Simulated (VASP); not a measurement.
# SnO2 (kx) (P4_2/mnm) in VASP: further runs

The runs below take SnO2 (kx) through single point, relaxation of the atoms, with LDA.

Program: VASP 6.6.1. These are calculated values, not measurements. Logs are shortened: lines on timing, memory, paths and dates and some standing lists are left out, and cuts for length are marked.

**1. The cell of the first run**

It takes space group P4_2/mnm (No. 136, tetragonal). The conventional cell has a = 4.737 Å, b = 4.737 Å, c = 3.186 Å, α = 90.00°, β = 90.00°, γ = 90.00°. Within 2.7 Å of Sn (site symmetry mmm) lie 6 O at 2.05 to 2.06 Å. Within 2.7 Å of O (site symmetry m2m) lie 3 Sn at 2.05 to 2.06 Å and 1 O at 2.60 Å.

**2. Single point, LDA**

File INCAR:

```
PREC = Accurate
ENCUT = 520
EDIFF = 1E-6
ISMEAR = 0
SIGMA = 0.02
LREAL = False
LASPH = True
NELM = 80
ALGO = Normal
ISIF = 2
LWAVE = False
LCHARG = False
NBANDS = 35
```

File KPOINTS:

```
Automatic mesh
0
Gamma
  6 6 8
```

File POSCAR:

```
SnO2
1.0
    4.7373500000      0.0000000000      0.0000000000
    0.0000000000      4.7373500000      0.0000000000
    0.0000000000      0.0000000000      3.1864000000
Sn O
2 4
Direct
    0.0000000000      0.0000000000      0.0000000000
    0.5000000000      0.5000000000      0.5000000000
    0.3061231332      0.3061231332      0.0000000000
    0.1938768668      0.8061231332      0.5000000000
    0.6938768668      0.6938768668      0.0000000000
    0.8061231332      0.1938768668      0.5000000000
```

Potentials or basis: VASP PAW LDA potentials, release 64 (Sn_d, O).

On the command line:

```sh
> cat potpaw_LDA.64/Sn_d/POTCAR potpaw_LDA.64/O/POTCAR > POTCAR
> mpirun -np 1 vasp_std > vasp.out
```

OUTCAR:

```text
PREC = Accurate
   ENCUT = 520
   EDIFF = 1E-6
   ISMEAR = 0
   LREAL = False
   LASPH = True
   NELM = 80
   ISIF = 2

 ion  position               nearest neighbor table
   1  0.000  0.000  0.000-   3 2.05   5 2.05   4 2.06   6 2.06   4 2.06   6 2.06   2 3.71   2 3.71
                             2 3.71   2 3.71   2 3.71   2 3.71   2 3.71   2 3.71
   2  0.500  0.500  0.500-   4 2.05   6 2.05   5 2.06   3 2.06   3 2.06   5 2.06   1 3.71   1 3.71
                             1 3.71   1 3.71   1 3.71   1 3.71   1 3.71   1 3.71
   3  0.306  0.306  0.000-   1 2.05   2 2.06   2 2.06
   4  0.194  0.806  0.500-   2 2.05   1 2.06   1 2.06
   5  0.694  0.694  0.000-   1 2.05   2 2.06   2 2.06
   6  0.806  0.194  0.500-   2 2.05   1 2.06   1 2.06

  LATTYP: Found a simple tetragonal cell.
 ALAT       =     4.7373500000
 C/A-ratio  =     0.6726123255

  Lattice vectors:

 A1 = (   4.7373500000,   0.0000000000,   0.0000000000)
 A2 = (   0.0000000000,   4.7373500000,   0.0000000000)
 A3 = (   0.0000000000,   0.0000000000,   3.1864000000)

Analysis of symmetry for initial positions (statically):
=====================================================================
 Subroutine PRICEL returns:
 Original cell was already a primitive cell.

 Routine SETGRP: Setting up the symmetry group for a
 simple tetragonal supercell.

 Subroutine GETGRP returns: Found 16 space group operations
 (whereof  8 operations were pure point group operations)
 out of a pool of 16 trial point group operations.

The static configuration has the point symmetry D_2h.
 The point group associated with its full space group is D_4h.

Analysis of symmetry for dynamics (positions and initial velocities):
=====================================================================
 Subroutine PRICEL returns:
 Original cell was already a primitive cell.

 Routine SETGRP: Setting up the symmetry group for a
 simple tetragonal supercell.

 Subroutine GETGRP returns: Found 16 space group operations
 (whereof  8 operations were pure point group operations)
 out of a pool of 16 trial point group operations.

The dynamic configuration has the point symmetry D_2h.
 The point group associated with its full space group is D_4h.

 Subroutine INISYM returns: Found 16 space group operations
 (whereof  8 operations are pure point group operations),
 and found     1 'primitive' translations

----------------------------------------------------------------------------------------

                                     Primitive cell

  volume of cell :      71.5107

  direct lattice vectors                    reciprocal lattice vectors
     4.737350000  0.000000000  0.000000000     0.211088478  0.000000000  0.000000000
     0.000000000  4.737350000  0.000000000     0.000000000  0.211088478  0.000000000
     0.000000000  0.000000000  3.186400000     0.000000000  0.000000000  0.313833794

  length of vectors
     4.737350000  4.737350000  3.186400000     0.211088478  0.211088478  0.313833794

  position of ions in fractional coordinates (direct lattice)
     0.000000000  0.000000000  0.000000000
     0.500000000  0.500000000  0.500000000
     0.306123133  0.306123133  0.000000000
     0.193876867  0.806123133  0.500000000
     0.693876867  0.693876867  0.000000000
     0.806123133  0.193876867  0.500000000

  ion indices of the primitive-cell ions
   primitive index   ion index
                 1           1
                 2           2
                 3           3
                 4           4
                 5           5
                 6           6

----------------------------------------------------------------------------------------

 KPOINTS: Automatic mesh

Automatic generation of k-mesh.
 Grid dimensions read from file:
 generate k-points for:    6    6    8

 Generating k-lattice:

  Cartesian coordinates                     Fractional coordinates (reciprocal lattice)
     0.035181413  0.000000000  0.000000000     0.166666667  0.000000000  0.000000000
     0.000000000  0.035181413  0.000000000     0.000000000  0.166666667  0.000000000
     0.000000000  0.000000000  0.039229224     0.000000000  0.000000000  0.125000000

  Length of vectors
     0.035181413  0.035181413  0.039229224

  Shift w.r.t. Gamma in fractional coordinates (k-lattice)
     0.000000000  0.000000000  0.000000000

 Subroutine IBZKPT returns following result:
 ===========================================

 Found     50 irreducible k-points:

 Following reciprocal coordinates:
            Coordinates               Weight
  0.000000  0.000000  0.000000      1.000000
  0.166667  0.000000  0.000000      4.000000
  0.333333  0.000000  0.000000      4.000000
  0.500000  0.000000  0.000000      2.000000
  0.166667  0.166667  0.000000      4.000000
  0.333333  0.166667  0.000000      8.000000
[... 16 lines left out ...]
  0.333333  0.000000  0.250000      8.000000
  0.500000  0.000000  0.250000      4.000000
 [... further k-points ...]
   k-points           NKPTS =     50   k-points in BZ     NKDIM =     50   number of bands    NBANDS=     35
   number of dos      NEDOS =    301   number of ions     NIONS =      6
   total plane-waves  NPLWV =  31104
   dimension x,y,z NGX =    36 NGY =   36 NGZ =   24
   dimension x,y,z NGXF=    72 NGYF=   72 NGZF=   48
   ions per type =               2   4
   NGX,Y,Z   is equivalent  to a cutoff of  12.63, 12.63, 12.52 a.u.
   NGXF,Y,Z  is equivalent  to a cutoff of  25.27, 25.27, 25.04 a.u.
 SYSTEM =  unknown system
   PREC   = accura    normal or accurate (medium, high low for compatibility)
   ISTART =      0    job   : 0-new  1-cont  2-samecut
   ICHARG =      2    charge: 1-file 2-atom 10-const
   ISPIN  =      1    spin polarized calculation?
   LNONCOLLINEAR =      F non collinear calculations
   LSORBIT =      F    spin-orbit coupling
   LASPH  =      T    aspherical Exc in radial PAW
   ENCUT  =  520.0 eV  38.22 Ry    6.18 a.u.   8.81  8.81  5.92*2*pi/ulx,y,z
   NELM   =     80;   NELMIN=  2; NELMDL= -5     # of ELM steps
   EDIFF  = 0.1E-05   stopping-criterion for ELM
   LREAL  =      F    real-space projection
   EDIFFG = 0.1E-04   stopping-criterion for IOM
   NSW    =      0    number of steps for IOM
   IBRION =     -1    ionic relax: 0-MD 1-quasi-New 2-CG
   NFREE  =      0    steps in history (QN), initial steepest desc. (CG)
   ISIF   =      2    stress and relaxation
   ISYM   =      2    0-nonsym 1-usesym 2-fastsym
   POTIM  = 0.5000    time-step for ionic-motion
   TEBEG  =    0.0;   TEEND  =   0.0 temperature during run
   PSTRESS=    0.0 pullay stress
   NELECT =      52.0000    total number of electrons
   NUPDOWN=      -1.0000    fix difference up-down
   EMIN   =  10.00;   EMAX   =-10.00  energy-range for DOS
   EFERMI =   0.00;   METHOD = LEGACY
   ISMEAR =     0;   SIGMA  =   0.02  broadening in eV -4-tet -1-fermi 0-gaus
   EFERMI_NEDOS =   21; number of points for ismear=-14 and -15
   IALGO  =     38    algorithm
   IMIX   =      4    mixing-type and parameters
     AMIX     =   0.40;   BMIX     =  1.00
     AMIX_MAG =   1.60;   BMIX_MAG =  1.00
  volume/ion in A,a.u.               =      11.92        80.43
  Fermi-wavevector in a.u.,A,eV,Ry     =   1.472150  2.781961 29.486913  2.167227
  Thomas-Fermi vector in A             =   2.587200
   LORBIT       =      0    0 simple, 1 ext, 2 COOP (PROOUT), +10 PAW based schemes
   GGA     = CA    functional components
   LHFCALC =     F    Hartree Fock is set to
   AEXX    =    0.0000 exact exchange contribution
   IVDW    =     0    specifies the selected vdW correction
   LEPSILON=     F    determine dielectric tensor
   LRPA    =     F    only Hartree local field effects (RPA)
 non-spin polarized calculation
 Gauss-broadening in eV      SIGMA  =   0.02
  energy-cutoff  :      520.00
  volume of cell :       71.51
 maximum number of plane-waves:      1992
 NGX is ok and might be reduce to    36
   NGX = 17   NGY = 17   NGZ = 11

 number of electron      51.9999990 magnetization

 Free energy of the ion-electron system (eV)
  ---------------------------------------------------
  ext. energy  EPLUGINS =         0.00000000
  ---------------------------------------------------
  free energy    TOTEN  =       -42.28069868 eV

  energy without entropy =      -42.28069868  energy(sigma->0) =      -42.28069868

 E-fermi :   6.0391     XC(G=0): -11.8025

 val. band max:        5.8728994867   @ k =   0.0000   0.0000   0.0000
 cond. band min:       7.0241154704   @ k =   0.0000   0.0000   0.0000
 fundamental gap:      1.1512159837
 Fermi energy:         6.0390992354

 k-point     1 :       0.0000    0.0000    0.0000
  band No.  band energies     occupation
      1     -15.1392      2.00000
      2     -14.3787      2.00000
      3     -14.1011      2.00000
      4     -14.0819      2.00000
      5     -14.0819      2.00000
      6     -13.9960      2.00000
[... 27 lines left out ...]
     34      17.7479      0.00000
     35      18.2053      0.00000

 k-point     2 :       0.1667    0.0000    0.0000
  band No.  band energies     occupation
      1     -15.0971      2.00000
      2     -14.4266      2.00000
      3     -14.1004      2.00000
      4     -14.0799      2.00000
      5     -14.0798      2.00000
      6     -14.0312      2.00000
[... 27 lines left out ...]
     34      17.7383      0.00000
     35      18.1639      0.00000

 k-point     3 :       0.3333    0.0000    0.0000
  band No.  band energies     occupation
      1     -14.9750      2.00000
      2     -14.5805      2.00000
      3     -14.0984      2.00000
      4     -14.0761      2.00000
      5     -14.0759      2.00000
      6     -14.0757      2.00000
[... 27 lines left out ...]
     34      17.8237      0.00000
     35      18.1065      0.00000
[... 723 lines left out ...]
 k-point    23 :       0.3333    0.0000    0.2500
  band No.  band energies     occupation
      1     -14.8573      2.00000
      2     -14.7128      2.00000
      3     -14.3812      2.00000
      4     -14.1639      2.00000
      5     -13.9854      2.00000
      6     -13.9769      2.00000
[... 27 lines left out ...]
     34      17.8159      0.00000
     35      18.0596      0.00000

 k-point    24 :       0.5000    0.0000    0.2500
  band No.  band energies     occupation
      1     -14.8064      2.00000
      2     -14.8064      2.00000
      3     -14.2588      2.00000
      4     -14.2588      2.00000
      5     -13.9796      2.00000
      6     -13.9796      2.00000
[... 27 lines left out ...]
     34      18.0188      0.00000
     35      18.2037      0.00000

 [... further k-points ...]
[... 5 lines left out ...]
  --------------------------------------------------------------------------------------
  -------------------------------------------------------------------------------------
  Total       -0.1051695     -0.1051695      0.4301456      0.0000000      0.0000000      0.0000000
  in kB       -2.3562927     -2.3562927      9.6372880      0.0000000      0.0000000      0.0000000
  external PRESSURE =       1.6415675 kB  Pullay stress =       0.0000000 kB

 VOLUME and BASIS-vectors are now :
 -----------------------------------------------------------------------------
  energy-cutoff  :      520.00
  volume of cell :       71.51
      direct lattice vectors                 reciprocal lattice vectors
     4.737350000  0.000000000  0.000000000     0.211088478  0.000000000  0.000000000
     0.000000000  4.737350000  0.000000000     0.000000000  0.211088478  0.000000000
     0.000000000  0.000000000  3.186400000     0.000000000  0.000000000  0.313833794

 POSITION                                       TOTAL-FORCE (eV/Angst)
 -----------------------------------------------------------------------------------
      0.00000      0.00000      0.00000         0.000000     -0.000000     -0.000000
      2.36868      2.36868      1.59320         0.000000     -0.000000     -0.000000
      1.45021      1.45021      0.00000        -0.020933     -0.020933      0.000000
      0.91846      3.81889      1.59320         0.020933     -0.020933     -0.000000
      3.28714      3.28714      0.00000         0.020933      0.020933     -0.000000
      3.81889      0.91846      1.59320        -0.020933      0.020933     -0.000000
 -----------------------------------------------------------------------------------
    total drift:                                0.000000      0.000000     -0.000000

  FREE ENERGIE OF THE ION-ELECTRON SYSTEM (eV)
  ---------------------------------------------------
  free  energy   TOTEN  =       -42.2806986832 eV

  energy  without entropy=      -42.2806986832  energy(sigma->0) =      -42.28069868
```

Wall time 82 s (1 thread of AMD EPYC 7R43 (Zen 3), shared host); peak memory 0.19 GiB.

What came out:

| Property | Result |
| --- | --- |
| Free energy | -42.2807 eV |
| Pressure | 0.2 GPa |
| Largest force | 0.030 eV/Å |
| Band gap on the k mesh | 1.15 eV, direct |

Forces on the atoms (eV/Å):
```
Sn   0.000  0.000  0.000
Sn   0.000  0.000  0.000
O   -0.021 -0.021  0.000
O    0.021 -0.021  0.000
O    0.021  0.021  0.000
O   -0.021  0.021  0.000
```

Levels at points of the mesh, in eV from the valence-band top:
| k point | band 24 | band 25 | band 26 | band 27 | band 28 | band 29 |
| --- | --- | --- | --- | --- | --- | --- |
| (0.00, 0.00, 0.00) | -0.81 | -0.81 | 0.00 | 1.15 | 5.95 | 6.08 |
| (0.50, 0.00, 0.00) | -1.23 | -0.66 | -0.66 | 4.31 | 4.31 | 6.83 |
| (0.50, 0.50, 0.00) | -1.35 | -0.92 | -0.92 | 4.70 | 4.70 | 7.31 |
| (0.00, 0.00, 0.50) | -1.72 | -1.28 | -1.28 | 6.02 | 6.02 | 9.49 |
| (0.50, 0.00, 0.50) | -1.13 | -0.73 | -0.73 | 6.30 | 6.30 | 7.84 |
| (0.50, 0.50, 0.50) | -0.99 | -0.85 | -0.85 | 4.68 | 4.68 | 8.61 |

Caveat: spin-orbit coupling is left out, which moves the levels of the heavy elements.

(Continued in part 2 of 2.)
